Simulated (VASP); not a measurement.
# Hf3H in VASP: further runs, part 2 of 2

VASP 6.6.1.

### 4 Single point, PBE

The input, INCAR:

```
  ALGO = Normal
  DIPOL = 0.5 0.5 0.366
  EDIFF = 1E-6
  ENCUT = 520
  GGA = PE
  IDIPOL = 3
  ISIF = 2
  ISMEAR = 0
  LASPH = T
  LCHARG = F
  LDIPOL = T
  LREAL = F
  LWAVE = F
  NBANDS = 24
  NELM = 100
  PREC = Accurate
  SIGMA = 0.1
```

The input, KPOINTS:

```
k-points
0
Gamma
  9 9 1
```

The input, POSCAR:

```
Hf3H
1.0
    3.0697355021      0.0000000000      0.0000000000
   -1.0232451674      2.8941743867      0.0000000000
    0.0000000000      0.0000000000     20.2814081478
Hf H
3 1
Direct
    0.5000000000      0.5000000000      0.1972249644
    0.0000000000      0.0000000000      0.3153436029
    0.5000000000      0.5000000000      0.4329782273
    0.6666666667      0.6666666667      0.5201097989
```

Potentials or basis: VASP PAW PBE potentials, release 64 (Hf_pv, H).

On the command line:

```sh
> cat potpaw_PBE.64/Hf_pv/POTCAR potpaw_PBE.64/H/POTCAR > POTCAR
> mpirun -np 1 vasp_std > vasp.out
```

OUTCAR:

```text
EDIFF = 1E-6
   ENCUT = 520
   GGA = PE
   ISIF = 2
   ISMEAR = 0
   LASPH = T
   LREAL = F
   NELM = 100
   PREC = Accurate

 ion  position               nearest neighbor table
   1  0.500  0.500  0.197-   2 2.98   2 2.98   2 3.47   2 3.47
   2  0.000  0.000  0.315-   3 2.97   3 2.97   1 2.98   1 2.98   3 3.46   3 3.46   1 3.47   1 3.47

   3  0.500  0.500  0.433-   4 1.86   2 2.97   2 2.97   2 3.46   2 3.46
   4  0.667  0.667  0.520-   3 1.86

  LATTYP: Found a base centered orthorhombic cell.
 ALAT       =     3.5446252370
 B/A-ratio  =     1.4142135624
 C/A-ratio  =     5.7217355268

  Lattice vectors:

 A1 = (   3.0697355021,   0.0000000000,   0.0000000000)
 A2 = (  -1.0232451674,   2.8941743867,   0.0000000000)
 A3 = (   0.0000000000,   0.0000000000,  20.2814081478)

Analysis of symmetry for initial positions (statically):
=====================================================================
 Subroutine PRICEL returns:
 Original cell was already a primitive cell.

 Routine SETGRP: Setting up the symmetry group for a
 base centered orthorhombic supercell.

 Subroutine GETGRP returns: Found  2 space group operations
 (whereof  2 operations were pure point group operations)
 out of a pool of  8 trial point group operations.

The static configuration has the point symmetry C_1h.

Analysis of symmetry for dynamics (positions and initial velocities):
=====================================================================
 Subroutine PRICEL returns:
 Original cell was already a primitive cell.

 Routine SETGRP: Setting up the symmetry group for a
 base centered orthorhombic supercell.

 Subroutine GETGRP returns: Found  2 space group operations
 (whereof  2 operations were pure point group operations)
 out of a pool of  8 trial point group operations.

The dynamic configuration has the point symmetry C_1h.

 Subroutine INISYM returns: Found  2 space group operations
 (whereof  2 operations are pure point group operations),
 and found     1 'primitive' translations

----------------------------------------------------------------------------------------

                                     Primitive cell

  volume of cell :     180.1871

  direct lattice vectors                    reciprocal lattice vectors
     3.069735502  0.000000000  0.000000000     0.325760965  0.115173894  0.000000000
    -1.023245167  2.894174387  0.000000000     0.000000000  0.345521681  0.000000000
     0.000000000  0.000000000 20.281408148     0.000000000  0.000000000  0.049306241

  length of vectors
     3.069735502  3.069735502 20.281408148     0.345521681  0.345521681  0.049306241

  position of ions in fractional coordinates (direct lattice)
     0.500000000  0.500000000  0.197224964
     0.000000000  0.000000000  0.315343603
     0.500000000  0.500000000  0.432978227
     0.666666667  0.666666667  0.520109799

  ion indices of the primitive-cell ions
   primitive index   ion index
                 1           1
                 2           2
                 3           3
                 4           4

----------------------------------------------------------------------------------------
[... 31 lines left out ...]
  0.444444  0.000000  0.000000      4.000000
  0.111111  0.111111  0.000000      2.000000
[... 16 lines left out ...]
 -0.333333  0.333333  0.000000      2.000000
  0.444444  0.444444  0.000000      2.000000
   k-points           NKPTS =     25   k-points in BZ     NKDIM =     25   number of bands    NBANDS=     24
   number of dos      NEDOS =    301   number of ions     NIONS =      4
   total plane-waves  NPLWV =  92160
   dimension x,y,z NGX =    24 NGY =   24 NGZ =  160
   dimension x,y,z NGXF=    48 NGYF=   48 NGZF=  320
   ions per type =               3   1
   NGX,Y,Z   is equivalent  to a cutoff of  13.00, 13.00, 13.12 a.u.
   NGXF,Y,Z  is equivalent  to a cutoff of  26.00, 26.00, 26.23 a.u.
 SYSTEM =  unknown system
   PREC   = accura    normal or accurate (medium, high low for compatibility)
   ISTART =      0    job   : 0-new  1-cont  2-samecut
   ICHARG =      2    charge: 1-file 2-atom 10-const
   ISPIN  =      1    spin polarized calculation?
   LNONCOLLINEAR =      F non collinear calculations
   LSORBIT =      F    spin-orbit coupling
   LASPH  =      T    aspherical Exc in radial PAW
   ENCUT  =  520.0 eV  38.22 Ry    6.18 a.u.   5.71  5.71 37.71*2*pi/ulx,y,z
   NELM   =    100;   NELMIN=  2; NELMDL= -5     # of ELM steps
   EDIFF  = 0.1E-05   stopping-criterion for ELM
   LREAL  =      F    real-space projection
   EDIFFG = 0.1E-04   stopping-criterion for IOM
   NSW    =      0    number of steps for IOM
   IBRION =     -1    ionic relax: 0-MD 1-quasi-New 2-CG
   NFREE  =      0    steps in history (QN), initial steepest desc. (CG)
   ISIF   =      2    stress and relaxation
   ISYM   =      2    0-nonsym 1-usesym 2-fastsym
   POTIM  = 0.5000    time-step for ionic-motion
   TEBEG  =    0.0;   TEEND  =   0.0 temperature during run
   PSTRESS=    0.0 pullay stress
   NELECT =      31.0000    total number of electrons
   NUPDOWN=      -1.0000    fix difference up-down
   EMIN   =  10.00;   EMAX   =-10.00  energy-range for DOS
   EFERMI =   0.00;   METHOD = LEGACY
   ISMEAR =     0;   SIGMA  =   0.10  broadening in eV -4-tet -1-fermi 0-gaus
   EFERMI_NEDOS =   21; number of points for ismear=-14 and -15
   IALGO  =     38    algorithm
   IMIX   =      4    mixing-type and parameters
     AMIX     =   0.40;   BMIX     =  1.00
     AMIX_MAG =   1.60;   BMIX_MAG =  1.00
  volume/ion in A,a.u.               =      45.05       303.99
  Fermi-wavevector in a.u.,A,eV,Ry     =   0.910516  1.720625 11.279760  0.829039
  Thomas-Fermi vector in A             =   2.034687
   LORBIT       =      0    0 simple, 1 ext, 2 COOP (PROOUT), +10 PAW based schemes
   GGA     = PE    functional components
   LHFCALC =     F    Hartree Fock is set to
   AEXX    =    0.0000 exact exchange contribution
   IVDW    =     0    specifies the selected vdW correction
   LEPSILON=     F    determine dielectric tensor
   LRPA    =     F    only Hartree local field effects (RPA)
 non-spin polarized calculation
 Gauss-broadening in eV      SIGMA  =   0.10
  energy-cutoff  :      520.00
  volume of cell :      180.19
 maximum number of plane-waves:      4883
   NGX = 11   NGY = 11   NGZ = 75

 dipolmoment           0.000000      0.000000     -0.016014 electrons x Angstroem

 number of electron      31.0000002 magnetization

 dipolmoment           0.000000      0.000000      0.090763 electrons x Angstroem

 Free energy of the ion-electron system (eV)
  ---------------------------------------------------
  ext. energy  EPLUGINS =         0.00000000
  ---------------------------------------------------
  free energy    TOTEN  =       -30.62195615 eV

  energy without entropy =      -30.58726908  energy(sigma->0) =      -30.60461262

 E-fermi :  -1.3865     XC(G=0):  -5.2772

 val. band max:       -1.3969535921   @ k =  -0.4444   0.1111   0.0000
 cond. band min:      -1.3821209830   @ k =   0.2222   0.1111   0.0000
 fundamental gap:      0.0148326091
 Fermi energy:        -1.3865296494

 k-point     1 :       0.0000    0.0000    0.0000
  band No.  band energies     occupation
      1     -32.1528      2.00000
      2     -31.9165      2.00000
      3     -31.6791      2.00000
      4     -31.5893      2.00000
      5     -31.5406      2.00000
      6     -31.4790      2.00000
[... 637 lines left out ...]
     23       4.2282      0.00000
     24       4.4925      0.00000

 [... further k-points ...]

------------------------ aborting loop because EDIFF is reached ----------------------------------------

 vacuum level on the upper side and lower side of the slab       (xc-potential included)         0.688        -1.166

  FORCE on cell =-STRESS in cart. coord.  units (eV):
  Direction    XX          YY          ZZ          XY          YZ          ZX
  --------------------------------------------------------------------------------------
  -------------------------------------------------------------------------------------
  Total       -0.7971726     -0.5624181      0.6606347      0.3319929      0.7562321      0.5347447
  in kB       -7.0882527     -5.0008767      5.8741925      2.9519954      6.7242199      4.7548120
  external PRESSURE =      -2.0716456 kB  Pullay stress =       0.0000000 kB

 VOLUME and BASIS-vectors are now :
 -----------------------------------------------------------------------------
  energy-cutoff  :      520.00
  volume of cell :      180.19
      direct lattice vectors                 reciprocal lattice vectors
     3.069735502  0.000000000  0.000000000     0.325760965  0.115173894  0.000000000
    -1.023245167  2.894174387  0.000000000     0.000000000  0.345521681  0.000000000
     0.000000000  0.000000000 20.281408148     0.000000000  0.000000000  0.049306241

 POSITION                                       TOTAL-FORCE (eV/Angst)
 -----------------------------------------------------------------------------------
      1.02325      1.44709      4.00000        -0.020156     -0.028504      0.003147
      0.00000      0.00000      6.39561         0.132868      0.187904     -0.288471
      1.02325      1.44709      8.78141        -0.540141     -0.763874      0.281292
      1.36433      1.92945     10.54856         0.427428      0.604474      0.004032
 -----------------------------------------------------------------------------------
    total drift:                                0.000010      0.000013     -0.000409

  FREE ENERGIE OF THE ION-ELECTRON SYSTEM (eV)
  ---------------------------------------------------
  free  energy   TOTEN  =       -30.6219561501 eV

  energy  without entropy=      -30.5872690842  energy(sigma->0) =      -30.60461262

 vacuum level on the upper side and lower side of the slab         4.496         2.589
```

OSZICAR:

```text
N       E                     dE             d eps       ncg     rms          rms(c)
DAV:   1     0.975601435760E+02    0.97560E+02   -0.16499E+04  1552   0.105E+03
DAV:   2    -0.265972759365E+02   -0.12416E+03   -0.11708E+03  1480   0.244E+02
DAV:   3    -0.333820300793E+02   -0.67848E+01   -0.64803E+01  1584   0.411E+01
[... 31 lines left out ...]
DAV:  35    -0.306219500266E+02   -0.30318E-05   -0.68678E-07  1208   0.440E-03    0.173E-02
DAV:  36    -0.306219523017E+02   -0.22751E-05   -0.16996E-07  1016   0.209E-03    0.132E-02
DAV:  37    -0.306219544592E+02   -0.21575E-05   -0.12756E-07   952   0.148E-03    0.130E-02
DAV:  38    -0.306219556688E+02   -0.12096E-05   -0.38314E-07   896   0.228E-03    0.246E-03
DAV:  39    -0.306219561501E+02   -0.48125E-06   -0.51606E-08   800   0.111E-03
   1 F= -.30621956E+02 E0= -.30604613E+02  d E =-.346871E-01
```

Wall time 2.3 min (1 thread of Intel Xeon 6975P-C (Granite Rapids), shared host); peak memory 0.33 GiB.

What came out:

| Item | Value |
| --- | --- |
| Free energy | -30.6220 eV |
| Largest force | 0.977 eV/Å |

Forces on the atoms (eV/Å):
```
Hf  -0.020 -0.029  0.003
Hf   0.133  0.188 -0.288
Hf  -0.540 -0.764  0.281
H    0.427  0.604  0.004
```

Caveat: spin-orbit coupling is left out, which moves the levels of the heavy elements.

### 5 Single point, PBE

The input, INCAR:

```
  PREC = Accurate
  ENCUT = 520
  EDIFF = 1E-7
  ISMEAR = 0
  SIGMA = 0.1
  LREAL = F
  LASPH = T
  NELM = 60
  ALGO = Normal
  ISIF = 2
  LWAVE = F
  LCHARG = T
  LDIPOL = T
  IDIPOL = 3
  DIPOL = 0.5 0.5 0.365
  GGA = PE
  LELF = T
  LVHAR = T
  LVACPOTAV = T
  NBANDS = 24
```

The input, KPOINTS:

```
Automatic mesh
0
Gamma
  9 9 1
```

POSCAR, as its differences from that of step 4:

```diff
@@ -11,2 +11,2 @@
     0.5000000000      0.5000000000      0.4329782273
-    0.6666666667      0.6666666667      0.5201097989
+    0.6666666667      1.3333333333      0.5157001580
```

Potentials or basis: VASP PAW PBE potentials, release 64 (Hf_pv, H).

On the command line:

```sh
> cat potpaw_PBE.64/Hf_pv/POTCAR potpaw_PBE.64/H/POTCAR > POTCAR
> mpirun -np 1 vasp_std > vasp.out
```

OUTCAR:

```text
PREC = Accurate
   ENCUT = 520
   EDIFF = 1E-7
   ISMEAR = 0
   LREAL = F
   LASPH = T
   NELM = 60
   ISIF = 2
   GGA = PE

 ion  position               nearest neighbor table
   1  0.500  0.500  0.197-   2 2.98   2 2.98   2 3.47   2 3.47
   2  0.000  0.000  0.315-   3 2.97   3 2.97   1 2.98   1 2.98   3 3.46   3 3.46   1 3.47   1 3.47

   3  0.500  0.500  0.433-   4 1.87   2 2.97   2 2.97   2 3.46   2 3.46
   4  0.667  0.333  0.516-   3 1.87

  LATTYP: Found a base centered orthorhombic cell.
 ALAT       =     3.5446252370
 B/A-ratio  =     1.4142135624
 C/A-ratio  =     5.7217355268
[... 850 lines left out ...]
  -------------------------------------------------------------------------------------
  Total       -0.4784253     -0.7459923      0.6529358     -0.3783969     -1.0911334      1.5431031
  in kB       -4.2540341     -6.6331708      5.8057364     -3.3646074     -9.7020763     13.7208733
  external PRESSURE =      -1.6938229 kB  Pullay stress =       0.0000000 kB

 VOLUME and BASIS-vectors are now :
 -----------------------------------------------------------------------------
  energy-cutoff  :      520.00
  volume of cell :      180.19
      direct lattice vectors                 reciprocal lattice vectors
     3.069735502  0.000000000  0.000000000     0.325760965  0.115173894  0.000000000
    -1.023245167  2.894174387  0.000000000     0.000000000  0.345521681  0.000000000
     0.000000000  0.000000000 20.281408148     0.000000000  0.000000000  0.049306241

 POSITION                                       TOTAL-FORCE (eV/Angst)
 -----------------------------------------------------------------------------------
      1.02325      1.44709      4.00000        -0.010386      0.007344      0.042859
      0.00000      0.00000      6.39561        -0.025517      0.018043     -0.363426
      1.02325      1.44709      8.78141        -0.817972      0.578394      0.314990
      1.70541      0.96472     10.45913         0.853875     -0.603781      0.005577
 -----------------------------------------------------------------------------------
    total drift:                                0.000010     -0.000007      0.000164

  FREE ENERGIE OF THE ION-ELECTRON SYSTEM (eV)
  ---------------------------------------------------
  free  energy   TOTEN  =       -30.8509387717 eV

  energy  without entropy=      -30.8164473789  energy(sigma->0) =      -30.83369308

 vacuum level on the upper side and lower side of the slab         4.531         2.927
```

OSZICAR:

```text
N       E                     dE             d eps       ncg     rms          rms(c)
DAV:   1     0.955222391776E+02    0.95522E+02   -0.16531E+04  1568   0.105E+03
DAV:   2    -0.269580412340E+02   -0.12248E+03   -0.11566E+03  1456   0.243E+02
DAV:   3    -0.336174537720E+02   -0.66594E+01   -0.63510E+01  1568   0.409E+01
DAV:   4    -0.338734696280E+02   -0.25602E+00   -0.25427E+00  1712   0.814E+00
[... 36 lines left out ...]
DAV:  41    -0.308509381866E+02   -0.76978E-06   -0.37090E-07  1320   0.180E-03    0.468E-03
DAV:  42    -0.308509383138E+02   -0.12717E-06   -0.29592E-08   936   0.829E-04    0.246E-03
DAV:  43    -0.308509386393E+02   -0.32548E-06   -0.18921E-08   936   0.664E-04    0.145E-03
DAV:  44    -0.308509387585E+02   -0.11918E-06   -0.90639E-09   944   0.407E-04    0.108E-03
DAV:  45    -0.308509387717E+02   -0.13223E-07   -0.26085E-09   840   0.232E-04
   1 F= -.30850939E+02 E0= -.30833693E+02  d E =-.344914E-01
```

stdout:

```text
POSCAR found type information on POSCAR HfH
 POSCAR found :  2 types and       4 ions
 scaLAPACK will be used
 LDA part: xc-table for (Slater+PW92), standard interpolation
 POSCAR, INCAR and KPOINTS ok, starting setup
 FFT: planning ... GRIDC
 FFT: planning ... GRID_SOFT
 FFT: planning ... GRID
 WAVECAR not read
 entering main loop
 -----------------------------------------------------------------------------
|                                                                             |
|           W    W    AA    RRRRR   N    N  II  N    N   GGGG   !!!           |
|           W    W   A  A   R    R  NN   N  II  NN   N  G    G  !!!           |
|           W    W  A    A  R    R  N N  N  II  N N  N  G       !!!           |
|           W WW W  AAAAAA  RRRRR   N  N N  II  N  N N  G  GGG   !            |
|           WW  WW  A    A  R   R   N   NN  II  N   NN  G    G                |
|           W    W  A    A  R    R  N    N  II  N    N   GGGG   !!!           |
|                                                                             |
|     Did not find any points to average over, which means that no vacuum     |
|     field-free region was found. Please increase the size of  your cell     |
|     in the dimension of the dipole correction to obtain accurate            |
|     workfunction values.                                                    |
|                                                                             |
 -----------------------------------------------------------------------------
```

It took 2.7 min on 1 thread of Intel Xeon 6975P-C (Granite Rapids), shared host; peak memory 0.33 GiB.

What came out:

- Free energy: -30.8509 eV
- Largest force: 1.050 eV/Å

Forces in eV/Å, atoms in the order of the input:
```
Hf  -0.010  0.007  0.043
Hf  -0.026  0.018 -0.363
Hf  -0.818  0.578  0.315
H    0.854 -0.604  0.006
```

Levels at points of the mesh, in eV from the Fermi level:
| k point | band 13 | band 14 | band 15 | band 16 | band 17 | band 18 | band 19 | band 20 |
| --- | --- | --- | --- | --- | --- | --- | --- | --- |
| (0.00, 0.00, 0.00) | -2.44 | -0.44 | 0.02 | 0.21 | 1.21 | 1.33 | 1.56 | 1.86 |

Caveat: spin-orbit coupling is left out, which moves the levels of the heavy elements.
